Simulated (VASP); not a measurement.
# ZrSi7 in VASP: notebook, part 2 of 3

VASP 6.6.1.

## (3) Single point, PBE

File INCAR:

```
SYSTEM = ZrSi7
  PREC = Accurate
  ENCUT = 520
  EDIFF = 1E-6
  ISMEAR = -1
  SIGMA = 0.218
  LREAL = Auto
  LASPH = .TRUE.
  NELM = 60
  ALGO = Normal
  ISIF = 2
  LWAVE = .FALSE.
  LCHARG = .FALSE.
  GGA = PE
  ISYM = 0
  NBANDS = 54
```

File KPOINTS:

```
Automatic mesh
0
Gamma
  1 1 1
  0.25 0.25 0.25
```

File POSCAR:

```
ZrSi7
1.0
    6.3834610000      0.2107420000      0.1575520000
    0.2107420000      6.5561630000     -0.0013120000
    0.1575520000     -0.0013120000      6.4400080000
Si Zr
14 2
Direct
    0.5692017648      0.6492009869      0.7753111293
    0.8010923359      0.3093200026      0.2120100050
    0.9747177223      0.6228029599      0.4692716827
    1.0334944361      0.1352162014      0.8918759555
    0.2309833008      0.8606995290      0.5970191895
    0.3347145400      0.3235663551      0.5496773566
    0.5803114954      0.1480692871      0.8874897407
    0.8045862495      0.3517510020      0.6333994188
    0.7370041188      0.9306705627      0.5972794703
    0.0601306465      0.5123226344      0.8679513230
    0.0786066525      0.1133377224      0.3378851492
    0.4898560819      0.5586621274      0.4635817470
    0.3249706883      0.3815838235      0.1285959359
    0.5383271297      1.0905529166      0.3161715466
    0.7750602543      0.8463254908      1.1048908768
    0.2644050427      0.7915115708      1.0564955696
```

Potentials or basis: VASP PAW PBE potentials, release 64 (Si, Zr_sv).

Launch:

```sh
> cat potpaw_PBE.64/Si/POTCAR potpaw_PBE.64/Zr_sv/POTCAR > POTCAR
> mpirun -np 1 vasp_std > vasp.out
```

OUTCAR:

```text
SYSTEM = ZrSi7
   PREC = Accurate
   ENCUT = 520
   EDIFF = 1E-6
   ISMEAR = -1
   LREAL = Auto
   LASPH = .TRUE.
   NELM = 60
   ISIF = 2
   GGA = PE
   ISYM = 0

 ion  position               nearest neighbor table
   1  0.569  0.649  0.775-  12 2.19   9 2.45   8 2.53  16 2.71   5 2.79  15 2.90   6 3.09
   2  0.801  0.309  0.212-  11 2.30  14 2.35   4 2.69   8 2.73   7 2.82  12 2.92   3 2.95  10 3.06
                            13 3.12  15 3.13
   3  0.975  0.623  0.469-   8 2.37   5 2.50   9 2.56  10 2.74   2 2.95   6 2.99  15 3.06  16 3.39

   4  0.033  0.135  0.892-  10 2.49   8 2.63   2 2.69   5 2.81  16 2.85   7 2.89  15 2.90  11 2.90
                            13 3.01   9 3.11
   5  0.231  0.861  0.597-   3 2.50  11 2.54  12 2.61   1 2.79   4 2.81  16 3.01  14 3.07  10 3.10
                            16 3.51
   6  0.335  0.324  0.550-  12 1.95  14 2.42  11 2.64  13 2.74  10 2.86   7 2.94   3 2.99   1 3.09
                             8 3.09
   7  0.580  0.148  0.887-   9 2.48   8 2.56  13 2.62  15 2.70  14 2.79   2 2.82   4 2.89   6 2.94
                            16 3.34
   8  0.805  0.352  0.633-   3 2.37   1 2.53  10 2.55   7 2.56   4 2.63  12 2.63   2 2.73   9 2.83
                            11 2.91   6 3.09
   9  0.737  0.931  0.597-   1 2.45  14 2.46   7 2.48   3 2.56   8 2.83  11 3.00   4 3.11  12 3.13
                            15 3.21  15 3.33
  10  0.060  0.512  0.868-   4 2.49  13 2.55   8 2.55  16 2.65   3 2.74   6 2.86   2 3.06   5 3.10
                            15 3.11
  11  0.079  0.113  0.338-   2 2.30   5 2.54   6 2.64  13 2.75   4 2.90   8 2.91  14 2.93  16 2.94
                             9 3.00  15 3.13
  12  0.490  0.559  0.464-   6 1.95   1 2.19   5 2.61   8 2.63  13 2.74   2 2.92   9 3.13  16 3.37
                            15 3.50
  13  0.325  0.382  0.129-  10 2.55  14 2.60   7 2.62  16 2.73  12 2.74   6 2.74  11 2.75   4 3.01
                             2 3.12
  14  0.538  0.091  0.316-   2 2.35   6 2.42   9 2.46  15 2.49  13 2.60   7 2.79  11 2.93   5 3.07
                            16 3.23
  15  0.775  0.846  0.105-  14 2.49   7 2.70   4 2.90   1 2.90   3 3.06  10 3.11  16 3.12   2 3.13
                            11 3.13   9 3.21   9 3.33  16 3.34  12 3.50
  16  0.264  0.792  0.056-  10 2.65   1 2.71  13 2.73   4 2.85  11 2.94   5 3.01  15 3.12  14 3.23
                            15 3.34   7 3.34  12 3.37   3 3.39   5 3.51

IMPORTANT INFORMATION: All symmetrisations will be switched off!
NOSYMM: (Re-)initialisation of all symmetry stuff for point group C_1.

----------------------------------------------------------------------------------------

                                     Primitive cell

  volume of cell :     269.0720

  direct lattice vectors                    reciprocal lattice vectors
     6.383461000  0.210742000  0.157552000     0.156916149 -0.005044698 -0.003839913
     0.210742000  6.556163000 -0.001312000    -0.005044698  0.152690428  0.000154523
     0.157552000 -0.001312000  6.440008000    -0.003839913  0.000154523  0.155373284

  length of vectors
     6.388881683  6.559549313  6.441935066     0.157044171  0.152773818  0.155420803

  position of ions in fractional coordinates (direct lattice)
     0.569201765  0.649200987  0.775311129
     0.801092336  0.309320003  0.212010005
     0.974717722  0.622802960  0.469271683
     0.033494436  0.135216201  0.891875955
     0.230983301  0.860699529  0.597019190
     0.334714540  0.323566355  0.549677357
[... 8 lines left out ...]
     0.775060254  0.846325491  0.104890877
     0.264405043  0.791511571  0.056495570

  ion indices of the primitive-cell ions
   primitive index   ion index
                 1           1
                 2           2
                 3           3
                 4           4
                 5           5
                 6           6
[... 8 lines left out ...]
                15          15
                16          16

----------------------------------------------------------------------------------------

 KPOINTS: Automatic mesh

Automatic generation of k-mesh.
 Grid dimensions read from file:
 generate k-points for:    1    1    1

 Generating k-lattice:

  Cartesian coordinates                     Fractional coordinates (reciprocal lattice)
     0.156916149 -0.005044698 -0.003839913     1.000000000 -0.000000000  0.000000000
    -0.005044698  0.152690428  0.000154523    -0.000000000  1.000000000  0.000000000
    -0.003839913  0.000154523  0.155373284    -0.000000000  0.000000000  1.000000000

  Length of vectors
     0.157044171  0.152773818  0.155420803

  Shift w.r.t. Gamma in fractional coordinates (k-lattice)
     0.250000000  0.250000000  0.250000000

 Subroutine IBZKPT returns following result:
 ===========================================

 Found      1 irreducible k-points:

 Following reciprocal coordinates:
            Coordinates               Weight
  0.250000  0.250000  0.250000      2.000000
   k-points           NKPTS =      1   k-points in BZ     NKDIM =      1   number of bands    NBANDS=     54
   number of dos      NEDOS =    301   number of ions     NIONS =     16
   total plane-waves  NPLWV = 115200
   dimension x,y,z NGX =    48 NGY =   50 NGZ =   48
   dimension x,y,z NGXF=    96 NGYF=  100 NGZF=   96
   ions per type =              14   2
   NGX,Y,Z   is equivalent  to a cutoff of  12.49, 12.67, 12.39 a.u.
   NGXF,Y,Z  is equivalent  to a cutoff of  24.98, 25.34, 24.77 a.u.
 SYSTEM =  ZrSi7
   PREC   = accura    normal or accurate (medium, high low for compatibility)
   ISTART =      0    job   : 0-new  1-cont  2-samecut
   ICHARG =      2    charge: 1-file 2-atom 10-const
   ISPIN  =      1    spin polarized calculation?
   LNONCOLLINEAR =      F non collinear calculations
   LSORBIT =      F    spin-orbit coupling
   LASPH  =      T    aspherical Exc in radial PAW
   ENCUT  =  520.0 eV  38.22 Ry    6.18 a.u.  11.88 12.20 11.98*2*pi/ulx,y,z
   NELM   =     60;   NELMIN=  2; NELMDL= -5     # of ELM steps
   EDIFF  = 0.1E-05   stopping-criterion for ELM
   LREAL  =      T    real-space projection
   EDIFFG = 0.1E-04   stopping-criterion for IOM
   NSW    =      0    number of steps for IOM
   IBRION =     -1    ionic relax: 0-MD 1-quasi-New 2-CG
   NFREE  =      0    steps in history (QN), initial steepest desc. (CG)
   ISIF   =      2    stress and relaxation
   ISYM   =      0    0-nonsym 1-usesym 2-fastsym
   POTIM  = 0.5000    time-step for ionic-motion
   TEBEG  =    0.0;   TEEND  =   0.0 temperature during run
   PSTRESS=    0.0 pullay stress
   NELECT =      80.0000    total number of electrons
   NUPDOWN=      -1.0000    fix difference up-down
   EMIN   =  10.00;   EMAX   =-10.00  energy-range for DOS
   EFERMI =   0.00;   METHOD = LEGACY
   ISMEAR =    -1;   SIGMA  =   0.22  broadening in eV -4-tet -1-fermi 0-gaus
   EFERMI_NEDOS =   21; number of points for ismear=-14 and -15
   IALGO  =     38    algorithm
   IMIX   =      4    mixing-type and parameters
     AMIX     =   0.40;   BMIX     =  1.00
     AMIX_MAG =   1.60;   BMIX_MAG =  1.00
  volume/ion in A,a.u.               =      16.82       113.49
  Fermi-wavevector in a.u.,A,eV,Ry     =   1.092652  2.064814 16.243848  1.193889
  Thomas-Fermi vector in A             =   2.228922
   LORBIT       =      0    0 simple, 1 ext, 2 COOP (PROOUT), +10 PAW based schemes
   GGA     = PE    functional components
   LHFCALC =     F    Hartree Fock is set to
   AEXX    =    0.0000 exact exchange contribution
   IVDW    =     0    specifies the selected vdW correction
   LEPSILON=     F    determine dielectric tensor
   LRPA    =     F    only Hartree local field effects (RPA)
 non-spin polarized calculation
  energy-cutoff  :      520.00
  volume of cell :      269.07
 maximum number of plane-waves:      7248
 NGX is ok and might be reduce to    48
   NGX = 23   NGY = 25   NGZ = 23

 number of electron      79.9999998 magnetization

 Free energy of the ion-electron system (eV)
  ---------------------------------------------------
  ext. energy  EPLUGINS =         0.00000000
  ---------------------------------------------------
  free energy    TOTEN  =       -87.75041980 eV

  energy without entropy =      -86.35442719  energy(sigma->0) =      -87.05242349

 E-fermi :   8.4697     XC(G=0): -10.7573

 val. band max:        8.3056935099   @ k =   0.2500   0.2500   0.2500
 cond. band min:       8.5870880447   @ k =   0.2500   0.2500   0.2500
 fundamental gap:      0.2813945348
 Fermi energy:         8.4697029890

 k-point     1 :       0.2500    0.2500    0.2500
  band No.  band energies     occupation
      1     -40.4924      2.00000
      2     -40.4185      2.00000
      3     -18.6926      2.00000
      4     -18.6128      2.00000
      5     -18.5955      2.00000
      6     -18.5437      2.00000
[... 44 lines left out ...]
     51      11.4644      0.00000
     52      11.6454      0.00000
 [bands above 52 left out]

------------------------ aborting loop because EDIFF is reached ----------------------------------------

  FORCE on cell =-STRESS in cart. coord.  units (eV):
  Direction    XX          YY          ZZ          XY          YZ          ZX
  --------------------------------------------------------------------------------------
  -------------------------------------------------------------------------------------
  Total       14.4549871      3.3947322     -5.9415663      9.6503696      7.6364604      3.6935847
  in kB       86.0715847     20.2137834    -35.3787952     57.4627011     45.4709677     21.9932874
  external PRESSURE =      23.6355243 kB  Pullay stress =       0.0000000 kB

 VOLUME and BASIS-vectors are now :
 -----------------------------------------------------------------------------
  energy-cutoff  :      520.00
  volume of cell :      269.07
      direct lattice vectors                 reciprocal lattice vectors
     6.383461000  0.210742000  0.157552000     0.156916149 -0.005044698 -0.003839913
     0.210742000  6.556163000 -0.001312000    -0.005044698  0.152690428  0.000154523
     0.157552000 -0.001312000  6.440008000    -0.003839913  0.000154523  0.155373284

 POSITION                                       TOTAL-FORCE (eV/Angst)
 -----------------------------------------------------------------------------------
      3.89244      4.37520      5.08184         0.651645      0.602823      1.564517
      5.21233      2.19650      1.49115        -0.479184      1.096729     -0.302417
      6.42726      4.28800      3.17486         0.940600      0.913594      0.016770
      0.38282      0.89239      5.74879         0.047464      0.675466     -0.071127
      1.74992      5.69078      3.88007        -0.350598     -0.297289      0.423014
      2.29143      2.19117      3.59224        -4.216184     -6.119170      2.175871
[... 8 lines left out ...]
      5.14245      5.71185      0.79650         0.401918     -2.251826     -0.749171
      1.86352      5.24493      0.40445         1.118355      1.304502      0.950571
 -----------------------------------------------------------------------------------
    total drift:                               -0.000053     -0.000472     -0.002195

  FREE ENERGIE OF THE ION-ELECTRON SYSTEM (eV)
  ---------------------------------------------------
  free  energy   TOTEN  =       -87.7504197965 eV

  energy  without entropy=      -86.3544271871  energy(sigma->0) =      -87.05242349
```

Run time: 26 s. Hardware: 1 thread of Intel Xeon Platinum 8488C (Sapphire Rapids), shared host; peak memory 0.31 GiB.

Results:

```
Free energy            : -87.7504 eV
Pressure               : 2.4 GPa
Largest force          : 7.743 eV/Å
Band gap on the k mesh : 0.28 eV
```

Forces in eV/Å, atoms in the order of the input:
```
Si   0.652  0.603  1.565
Si  -0.479  1.097 -0.302
Si   0.941  0.914  0.017
Si   0.047  0.675 -0.071
Si  -0.351 -0.297  0.423
Si  -4.216 -6.119  2.176
Si  -0.835  0.598  0.055
Si  -0.220 -1.102 -0.249
Si   0.726  0.168 -0.418
Si  -0.376 -0.370 -0.315
Si   1.509 -0.152  0.366
Si   3.130  5.181 -4.782
Si  -0.291 -1.112  0.203
Si  -1.758  0.865  1.133
Zr   0.402 -2.252 -0.749
Zr   1.118  1.305  0.951
```

Stress tensor (GPa, compression positive):
```
 8.61  5.75  2.20
 5.75  2.02  4.55
 2.20  4.55 -3.54
```

Caveat: the k points lie up to 0.99 Å⁻¹ apart.

## (4) Single point, PBE

File INCAR:

```
SYSTEM = ZrSi7
ALGO = Normal
EDIFF = 1E-7
ENCUT = 520
GGA = PE
ISIF = 2
ISMEAR = -1
ISYM = 0
LASPH = .TRUE.
LCHARG = .FALSE.
LREAL = Auto
LWAVE = .FALSE.
NBANDS = 54
NELM = 80
PREC = Accurate
SIGMA = 0.218
```

KPOINTS is that of step 3.

File POSCAR:

```
ZrSi7
1.0
    6.3834610000      0.2107420000      0.1575520000
    0.2107420000      6.5561630000     -0.0013120000
    0.1575520000     -0.0013120000      6.4400080000
Si Zr
14 2
Direct
    0.7843850403      0.3816271364      0.8281889189
    0.9226285526      0.3795507900      0.1642018142
    0.9566179722      0.7631426668      0.4034304256
    1.0193468847      0.0445241666      0.6737001375
    0.4353159063      0.7900631605      0.5070160893
    0.4933519991      0.3296268008      0.4809621162
    0.5096665392      0.1643358438      0.8046680417
    0.9327812205      0.3360791106      0.5202820228
    0.7194987748      0.7862908088      0.7220418271
    0.1716901682      0.6494209948      0.7318804435
    0.1766755744      0.0886936972      0.3828505766
    0.6664125862      0.5825065670      0.3202158464
    0.2710000313      0.3850592295      0.1007331980
    0.7377424214      1.0611182607      0.4257568303
    0.8550313538      0.9609256093      1.0906577809
    0.3349890557      0.8531448033      1.0462322609
```

Potentials or basis: VASP PAW PBE potentials, release 64 (Si, Zr_sv).

Launch:

```sh
> cat potpaw_PBE.64/Si/POTCAR potpaw_PBE.64/Zr_sv/POTCAR > POTCAR
> mpirun -np 1 vasp_std > vasp.out
```

OUTCAR:

```text
SYSTEM = ZrSi7
   EDIFF = 1E-7
   ENCUT = 520
   GGA = PE
   ISIF = 2
   ISMEAR = -1
   ISYM = 0
   LASPH = .TRUE.
   LREAL = Auto
   NELM = 80
   PREC = Accurate

 ion  position               nearest neighbor table
   1  0.784  0.382  0.828-   8 2.17   7 2.34   2 2.38   4 2.75   9 2.75   6 3.01  15 3.25
   2  0.923  0.380  0.164-  12 2.24  13 2.25   8 2.31   1 2.38  11 2.84  15 2.85  14 2.95   3 2.98

   3  0.957  0.763  0.403-  14 2.33  12 2.35  15 2.49   9 2.49   4 2.60  11 2.63  10 2.66   8 2.91
                             2 2.98  16 3.34
   4  0.019  0.045  0.674-  11 2.11   8 2.20  14 2.46   3 2.60   9 2.65  10 2.74   1 2.75  15 2.90
                            16 3.40
   5  0.435  0.790  0.507-  12 2.25   9 2.34  10 2.40  11 2.63  14 2.74   6 3.02  16 3.09  16 3.52
[... 13 lines left out ...]
  13  0.271  0.385  0.101-   2 2.25  11 2.74   7 2.74   6 2.90  10 3.01  16 3.14  16 3.50
  14  0.738  0.061  0.426-   6 2.29   3 2.33  15 2.33   8 2.35   4 2.46   9 2.63   5 2.74  11 2.82
                             7 2.84   2 2.95
  15  0.855  0.961  0.091-  14 2.33   3 2.49   9 2.83   2 2.85   4 2.90  11 3.01  16 3.10  12 3.16
                             7 3.17   1 3.25  16 3.47
  16  0.335  0.853  0.046-  10 2.71  11 2.77   7 2.82   5 3.09  15 3.10  13 3.14   9 3.15  12 3.26
                             3 3.34   4 3.40  15 3.47  13 3.50   5 3.52

IMPORTANT INFORMATION: All symmetrisations will be switched off!
NOSYMM: (Re-)initialisation of all symmetry stuff for point group C_1.

----------------------------------------------------------------------------------------

                                     Primitive cell

  volume of cell :     269.0720

  direct lattice vectors                    reciprocal lattice vectors
     6.383461000  0.210742000  0.157552000     0.156916149 -0.005044698 -0.003839913
     0.210742000  6.556163000 -0.001312000    -0.005044698  0.152690428  0.000154523
     0.157552000 -0.001312000  6.440008000    -0.003839913  0.000154523  0.155373284

  length of vectors
     6.388881683  6.559549313  6.441935066     0.157044171  0.152773818  0.155420803

  position of ions in fractional coordinates (direct lattice)
     0.784385040  0.381627136  0.828188919
     0.922628553  0.379550790  0.164201814
     0.956617972  0.763142667  0.403430426
[... 109 lines left out ...]
   LEPSILON=     F    determine dielectric tensor
   LRPA    =     F    only Hartree local field effects (RPA)
 non-spin polarized calculation
  energy-cutoff  :      520.00
  volume of cell :      269.07
 maximum number of plane-waves:      7248
 NGX is ok and might be reduce to    48
   NGX = 23   NGY = 25   NGZ = 23

 number of electron      80.0000000 magnetization

 Free energy of the ion-electron system (eV)
  ---------------------------------------------------
  ext. energy  EPLUGINS =         0.00000000
  ---------------------------------------------------
  free energy    TOTEN  =       -86.15314452 eV

  energy without entropy =      -85.05780753  energy(sigma->0) =      -85.60547603

 E-fermi :   8.6837     XC(G=0): -10.6551

 val. band max:        8.6220937961   @ k =   0.2500   0.2500   0.2500
 cond. band min:       8.7994294632   @ k =   0.2500   0.2500   0.2500
 fundamental gap:      0.1773356671
 Fermi energy:         8.6836576874

 k-point     1 :       0.2500    0.2500    0.2500
  band No.  band energies     occupation
      1     -40.7555      2.00000
      2     -39.9583      2.00000
      3     -18.8607      2.00000
      4     -18.8087      2.00000
      5     -18.7373      2.00000
      6     -18.2383      2.00000
[... 44 lines left out ...]
     51      11.0857      0.00003
     52      11.2510      0.00002
 [bands above 52 left out]

------------------------ aborting loop because EDIFF is reached ----------------------------------------

  FORCE on cell =-STRESS in cart. coord.  units (eV):
  Direction    XX          YY          ZZ          XY          YZ          ZX
  --------------------------------------------------------------------------------------
  -------------------------------------------------------------------------------------
  Total       17.9693577      8.2402568     19.6762760      4.6051446     10.9194267     -6.5256952
  in kB      106.9977501     49.0662469    117.1615200     27.4211311     65.0192458    -38.8569651
  external PRESSURE =      91.0751723 kB  Pullay stress =       0.0000000 kB

 VOLUME and BASIS-vectors are now :
 -----------------------------------------------------------------------------
  energy-cutoff  :      520.00
  volume of cell :      269.07
      direct lattice vectors                 reciprocal lattice vectors
     6.383461000  0.210742000  0.157552000     0.156916149 -0.005044698 -0.003839913
     0.210742000  6.556163000 -0.001312000    -0.005044698  0.152690428  0.000154523
     0.157552000 -0.001312000  6.440008000    -0.003839913  0.000154523  0.155373284

 POSITION                                       TOTAL-FORCE (eV/Angst)
 -----------------------------------------------------------------------------------
      5.21800      2.66623      5.45662        -0.481910      0.286831      1.898514
      5.99542      2.68262      1.20233        -0.425137     -0.934406     -2.159476
      6.33092      5.20436      2.74781         2.214037     -1.942597      1.481192
      0.23903      0.29510      4.34162        -0.833842     -2.281850      5.536628
      3.02520      5.27086      3.33274        -1.350450      1.103638      0.252167
      3.29454      2.26443      3.17470        -2.779741      0.005429      0.084787
[... 8 lines left out ...]
      5.67485      6.48006      0.71729         0.259969     -0.135918     -5.852944
      2.32547      5.66389      0.34939         0.609251     -0.451053     -0.115244
 -----------------------------------------------------------------------------------
    total drift:                                0.002797      0.005383      0.004799

  FREE ENERGIE OF THE ION-ELECTRON SYSTEM (eV)
  ---------------------------------------------------
  free  energy   TOTEN  =       -86.1531445191 eV

  energy  without entropy=      -85.0578075345  energy(sigma->0) =      -85.60547603
```

Run time: 30 s. Hardware: 1 thread of Intel Xeon Platinum 8488C (Sapphire Rapids), shared host; peak memory 0.31 GiB.

What came out:

```
Free energy            : -86.1531 eV
Pressure               : 9.1 GPa
Largest force          : 6.046 eV/Å
Band gap on the k mesh : 0.18 eV
```

Forces on the atoms (eV/Å):
```
Si  -0.482  0.287  1.899
Si  -0.425 -0.934 -2.159
Si   2.214 -1.943  1.481
Si  -0.834 -2.282  5.537
Si  -1.350  1.104  0.252
Si  -2.780  0.005  0.085
Si  -0.160 -0.165  1.085
Si   0.449  3.797 -0.162
Si  -0.024 -0.083  0.818
Si  -0.523 -1.148 -0.378
Si   3.795  0.208 -3.549
Si  -0.193  0.933 -1.451
Si   1.938  0.428 -0.202
Si  -2.495  0.379  2.714
Zr   0.260 -0.136 -5.853
Zr   0.609 -0.451 -0.115
```

Caveat: the k points lie up to 0.99 Å⁻¹ apart.

[end of part 2 of 3]
